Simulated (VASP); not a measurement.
Set up this calculation in VASP 6.6.1, as the native input.

```
Task                   : relaxation of cell and atoms
Functional             : PBE
Potentials or basis    : VASP PAW PBE potentials, release 64 (Nd_3, Ge_d, B), 4f in core
Cutoff                 : 500 eV
k mesh                 : 12 × 12 × 8
Occupations            : gaussian, width 0.1 eV
Spin                   : no spin polarisation
Dipole correction      : no
Mended                 : yes
Further INCAR settings : ALGO = Normal; EDIFF = 1e-07; IBRION = 2; EDIFFG = -0.01; NSW = 100; ISIF = 3
```

The structure of Nd2GeB lies in POSCAR:

```
Nd2GeB
1.0
    4.1574871346      0.0000000000      0.0000000000
   -2.0787435673      3.6004894745      0.0000000000
    0.0000000000      0.0000000000      6.5078734414
Nd Ge B
2 1 1
Direct
    0.3333333333      0.6666666667      0.2795308544
    0.6666666667      0.3333333333      0.7204691456
    0.0000000000      0.0000000000      0.0000000000
    0.0000000000      0.0000000000      0.5000000000
```

The cell was built from a structure type or drawn by symmetry, and may not be a known phase.

These files were run (other wordings do the same):

INCAR

```
PREC     = Accurate       # precision mode
ENCUT    = 500            # plane-wave cutoff, eV
EDIFF    = 1E-7           # SCF threshold, eV
ISMEAR   = 0              # smearing method
SIGMA    = 0.1            # smearing width, eV
LREAL    = F              # projectors in reciprocal space
LASPH    = T              # aspherical terms in the spheres
NELM     = 200            # most SCF steps
ALGO     = Normal         # electronic algorithm
ISIF     = 3              # what is computed and relaxed
LWAVE    = F              # write WAVECAR
LCHARG   = F              # write CHGCAR
GGA      = PE             # functional
IBRION   = 2              # ionic algorithm
NSW      = 100            # ionic steps
EDIFFG   = -0.01          # ionic threshold
GGA_COMPAT= F            
NELMIN   = 4            
LMAXMIX  = 6              # l up to which the mixer works
```

KPOINTS

```
Automatic mesh
0
Gamma
  12 12 8
```

Potentials or basis: VASP PAW PBE potentials, release 64 (Nd_3, Ge_d, B), 4f in core.

The run is started by

```sh
$ cat potpaw_PBE.64/Nd_3/POTCAR potpaw_PBE.64/Ge_d/POTCAR potpaw_PBE.64/B/POTCAR > POTCAR
$ mpirun -np 1 vasp_std > vasp.out
```

Results of the run:

```json
{"Relaxed volume": "24.46 Å³/atom", "Relaxed cell": "a = 4.282 Å, b = 4.282 Å, c = 6.162 Å, α = 90.00°, β = 90.00°, γ = 120.00°", "Space group after relaxing (to 0.1 Å)": "P-3m1 (No. 164)", "Energy gained by relaxing": "5.0 meV/atom", "Ionic steps": "10", "Pressure after relaxing": "0.0 GPa", "Largest force after relaxing": "0.006 eV/Å", "Band gap on the k mesh": "zero (an odd number of electrons rules out a gap without spin polarisation)"}
```

Caveat: spin-orbit coupling is left out, which moves the levels of the heavy elements; the 4f electrons are frozen in the core, so they carry no moment and show no levels.

It took 13 min on 1 thread of Intel(R) Xeon(R) 6975P-C (Granite Rapids) (shared host), peak memory 0.43 GiB.
